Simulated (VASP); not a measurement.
# BP (ha.bA) (F-43m) in VASP: further runs, part 2 of 2

VASP 6.6.1.

## 3. Single point, PBE

The input, INCAR:

```
SYSTEM = BP
ALGO     = Normal         ! electronic algorithm
EDIFF    = 1E-6           ! SCF threshold, eV
ENCUT    = 500            ! plane-wave cutoff, eV
GGA      = PE             ! functional
GGA_COMPAT= .False.      
ISIF     = 2              ! what is computed and relaxed
ISMEAR   = 0              ! smearing method
LASPH    = .True.         ! aspherical terms in the spheres
LCHARG   = .False.        ! write CHGCAR
LREAL    = .False.        ! projectors in reciprocal space
LWAVE    = .False.        ! write WAVECAR
NBANDS   = 11             ! bands
NELM     = 120            ! most SCF steps
PREC     = Accurate       ! precision mode
SIGMA    = 0.02           ! smearing width, eV
```

The input, KPOINTS:

```
k-points
0
Gamma
  10 10 10
  0 0 0
```

The input, POSCAR:

```
BP
1.0
    0.0000000000      2.2740786338      2.2740786338
    2.2740786338      0.0000000000      2.2740786338
    2.2740786338      2.2740786338      0.0000000000
B P
1 1
Direct
    0.0000000000      0.0000000000      0.0000000000
    0.2500000000      0.2500000000      0.2500000000
```

Potentials or basis: VASP PAW PBE potentials, release 64 (B, P).

Launch:

```
$ cat potpaw_PBE.64/B/POTCAR potpaw_PBE.64/P/POTCAR > POTCAR
$ mpirun -np 1 vasp_std > vasp.out
```

OUTCAR:

```text
SYSTEM = BP
   EDIFF = 1E-6
   ENCUT = 500
   GGA = PE
   ISIF = 2
   ISMEAR = 0
   LASPH = .True.
   LREAL = .False.
   NELM = 120
   PREC = Accurate

 ion  position               nearest neighbor table
   1  0.000  0.000  0.000-   2 1.97   2 1.97   2 1.97   2 1.97
   2  0.250  0.250  0.250-   1 1.97   1 1.97   1 1.97   1 1.97

  LATTYP: Found a face centered cubic cell.
 ALAT       =     4.5481572676

  Lattice vectors:

 A1 = (   0.0000000000,   2.2740786338,   2.2740786338)
 A2 = (   2.2740786338,   0.0000000000,   2.2740786338)
 A3 = (   2.2740786338,   2.2740786338,   0.0000000000)

Analysis of symmetry for initial positions (statically):
=====================================================================
 Subroutine PRICEL returns:
 Original cell was already a primitive cell.

 Routine SETGRP: Setting up the symmetry group for a
 face centered cubic supercell.

 Subroutine GETGRP returns: Found 24 space group operations
 (whereof 24 operations were pure point group operations)
 out of a pool of 48 trial point group operations.

The static configuration has the point symmetry T_d .

Analysis of symmetry for dynamics (positions and initial velocities):
=====================================================================
 Subroutine PRICEL returns:
 Original cell was already a primitive cell.

 Routine SETGRP: Setting up the symmetry group for a
 face centered cubic supercell.

 Subroutine GETGRP returns: Found 24 space group operations
 (whereof 24 operations were pure point group operations)
 out of a pool of 48 trial point group operations.

The dynamic configuration has the point symmetry T_d .

 Subroutine INISYM returns: Found 24 space group operations
 (whereof 24 operations are pure point group operations),
 and found     1 'primitive' translations

----------------------------------------------------------------------------------------

                                     Primitive cell

  volume of cell :      23.5205

  direct lattice vectors                    reciprocal lattice vectors
     0.000000000  2.274078634  2.274078634    -0.219869266  0.219869266  0.219869266
     2.274078634  0.000000000  2.274078634     0.219869266 -0.219869266  0.219869266
     2.274078634  2.274078634  0.000000000     0.219869266  0.219869266 -0.219869266

  length of vectors
     3.216032846  3.216032846  3.216032846     0.380824740  0.380824740  0.380824740

  position of ions in fractional coordinates (direct lattice)
     0.000000000  0.000000000  0.000000000
     0.250000000  0.250000000  0.250000000

  ion indices of the primitive-cell ions
   primitive index   ion index
                 1           1
                 2           2

----------------------------------------------------------------------------------------

 KPOINTS: k-points

Automatic generation of k-mesh.
 Grid dimensions read from file:
 generate k-points for:   10   10   10

 Generating k-lattice:

  Cartesian coordinates                     Fractional coordinates (reciprocal lattice)
    -0.021986927  0.021986927  0.021986927     0.100000000  0.000000000  0.000000000
     0.021986927 -0.021986927  0.021986927     0.000000000  0.100000000  0.000000000
     0.021986927  0.021986927 -0.021986927     0.000000000  0.000000000  0.100000000

  Length of vectors
     0.038082474  0.038082474  0.038082474

  Shift w.r.t. Gamma in fractional coordinates (k-lattice)
     0.000000000  0.000000000  0.000000000

 Subroutine IBZKPT returns following result:
 ===========================================

 Found     47 irreducible k-points:

 Following reciprocal coordinates:
            Coordinates               Weight
  0.000000  0.000000  0.000000      1.000000
  0.100000  0.000000  0.000000      8.000000
  0.200000  0.000000  0.000000      8.000000
  0.300000  0.000000  0.000000      8.000000
  0.400000  0.000000  0.000000      8.000000
  0.500000  0.000000  0.000000      4.000000
[... 16 lines left out ...]
  0.300000  0.300000  0.000000      6.000000
  0.400000  0.300000  0.000000     24.000000
 [... further k-points ...]
   k-points           NKPTS =     47   k-points in BZ     NKDIM =     47   number of bands    NBANDS=     11
   number of dos      NEDOS =    301   number of ions     NIONS =      2
   total plane-waves  NPLWV =  13824
   dimension x,y,z NGX =    24 NGY =   24 NGZ =   24
   dimension x,y,z NGXF=    48 NGYF=   48 NGZF=   48
   ions per type =               1   1
   NGX,Y,Z   is equivalent  to a cutoff of  12.41, 12.41, 12.41 a.u.
   NGXF,Y,Z  is equivalent  to a cutoff of  24.81, 24.81, 24.81 a.u.
 SYSTEM =  BP
   PREC   = accura    normal or accurate (medium, high low for compatibility)
   ISTART =      0    job   : 0-new  1-cont  2-samecut
   ICHARG =      2    charge: 1-file 2-atom 10-const
   ISPIN  =      1    spin polarized calculation?
   LNONCOLLINEAR =      F non collinear calculations
   LSORBIT =      F    spin-orbit coupling
   LASPH  =      T    aspherical Exc in radial PAW
   ENCUT  =  500.0 eV  36.75 Ry    6.06 a.u.   5.86  5.86  5.86*2*pi/ulx,y,z
   NELM   =    120;   NELMIN=  2; NELMDL= -5     # of ELM steps
   EDIFF  = 0.1E-05   stopping-criterion for ELM
   LREAL  =      F    real-space projection
   EDIFFG = 0.1E-04   stopping-criterion for IOM
   NSW    =      0    number of steps for IOM
   IBRION =     -1    ionic relax: 0-MD 1-quasi-New 2-CG
   NFREE  =      0    steps in history (QN), initial steepest desc. (CG)
   ISIF   =      2    stress and relaxation
   ISYM   =      2    0-nonsym 1-usesym 2-fastsym
   POTIM  = 0.5000    time-step for ionic-motion
   TEBEG  =    0.0;   TEEND  =   0.0 temperature during run
   PSTRESS=    0.0 pullay stress
   NELECT =       8.0000    total number of electrons
   NUPDOWN=      -1.0000    fix difference up-down
   EMIN   =  10.00;   EMAX   =-10.00  energy-range for DOS
   EFERMI =   0.00;   METHOD = LEGACY
   ISMEAR =     0;   SIGMA  =   0.02  broadening in eV -4-tet -1-fermi 0-gaus
   EFERMI_NEDOS =   21; number of points for ismear=-14 and -15
   IALGO  =     38    algorithm
   IMIX   =      4    mixing-type and parameters
     AMIX     =   0.40;   BMIX     =  1.00
     AMIX_MAG =   1.60;   BMIX_MAG =  1.00
  volume/ion in A,a.u.               =      11.76        79.36
  Fermi-wavevector in a.u.,A,eV,Ry     =   1.142763  2.159508 17.767935  1.305906
  Thomas-Fermi vector in A             =   2.279460
   LORBIT       =      0    0 simple, 1 ext, 2 COOP (PROOUT), +10 PAW based schemes
   GGA     = PE    functional components
   LHFCALC =     F    Hartree Fock is set to
   AEXX    =    0.0000 exact exchange contribution
   IVDW    =     0    specifies the selected vdW correction
   LEPSILON=     F    determine dielectric tensor
   LRPA    =     F    only Hartree local field effects (RPA)
 non-spin polarized calculation
 Gauss-broadening in eV      SIGMA  =   0.02
  energy-cutoff  :      500.00
  volume of cell :       23.52
 maximum number of plane-waves:       610
   NGX = 11   NGY = 11   NGZ = 11

 number of electron       8.0000000 magnetization

 Free energy of the ion-electron system (eV)
  ---------------------------------------------------
  ext. energy  EPLUGINS =         0.00000000
  ---------------------------------------------------
  free energy    TOTEN  =       -12.93057768 eV

  energy without entropy =      -12.93057768  energy(sigma->0) =      -12.93057768

 E-fermi :   7.4774     XC(G=0): -10.8784

 val. band max:        7.3537663403   @ k =   0.0000   0.0000   0.0000
 cond. band min:       8.6021433042   @ k =   0.4000   0.4000   0.0000
 fundamental gap:      1.2483769639
 Fermi energy:         7.4773552157

 k-point     1 :       0.0000    0.0000    0.0000
  band No.  band energies     occupation
      1      -8.0469      2.00000
      2       7.3538      2.00000
      3       7.3538      2.00000
      4       7.3538      2.00000
      5      10.7447      0.00000
      6      10.7447      0.00000
      7      10.7447      0.00000
      8      14.6261      0.00000
      9      18.8215      0.00000
     10      19.4634      0.00000
     11      19.4634      0.00000
[... 309 lines left out ...]
 k-point    24 :       0.4000    0.3000    0.0000
  band No.  band energies     occupation
      1      -5.1250      2.00000
      2       1.2082      2.00000
      3       3.3304      2.00000
      4       3.8596      2.00000
      5       9.1706      0.00000
      6      10.9788      0.00000
      7      16.7840      0.00000
      8      16.7991      0.00000
      9      21.2763      0.00000
     10      22.5778      0.00000
     11      24.3167      0.00000

 [... further k-points ...]
[... 5 lines left out ...]
  --------------------------------------------------------------------------------------
  -------------------------------------------------------------------------------------
  Total       -0.0289650     -0.0289650     -0.0289650      0.0000000     -0.0000000     -0.0000000
  in kB       -1.9730505     -1.9730505     -1.9730505      0.0000000     -0.0000000     -0.0000000
  external PRESSURE =      -1.9730505 kB  Pullay stress =       0.0000000 kB

 VOLUME and BASIS-vectors are now :
 -----------------------------------------------------------------------------
  energy-cutoff  :      500.00
  volume of cell :       23.52
      direct lattice vectors                 reciprocal lattice vectors
     0.000000000  2.274078634  2.274078634    -0.219869266  0.219869266  0.219869266
     2.274078634  0.000000000  2.274078634     0.219869266 -0.219869266  0.219869266
     2.274078634  2.274078634  0.000000000     0.219869266  0.219869266 -0.219869266

 POSITION                                       TOTAL-FORCE (eV/Angst)
 -----------------------------------------------------------------------------------
      0.00000      0.00000      0.00000        -0.000000      0.000000     -0.000000
      1.13704      1.13704      1.13704         0.000000     -0.000000      0.000000
 -----------------------------------------------------------------------------------
    total drift:                                0.000000      0.000000      0.000000

  FREE ENERGIE OF THE ION-ELECTRON SYSTEM (eV)
  ---------------------------------------------------
  free  energy   TOTEN  =       -12.9305776757 eV

  energy  without entropy=      -12.9305776757  energy(sigma->0) =      -12.93057768
```

Run time: 6 s. Hardware: 1 thread of Intel Xeon 6975P-C (Granite Rapids), shared host; peak memory 0.13 GiB.

What came out:

```
Free energy            : -12.9306 eV
Pressure               : -0.2 GPa
Band gap on the k mesh : 1.25 eV, indirect (least direct gap 3.39 eV)
```
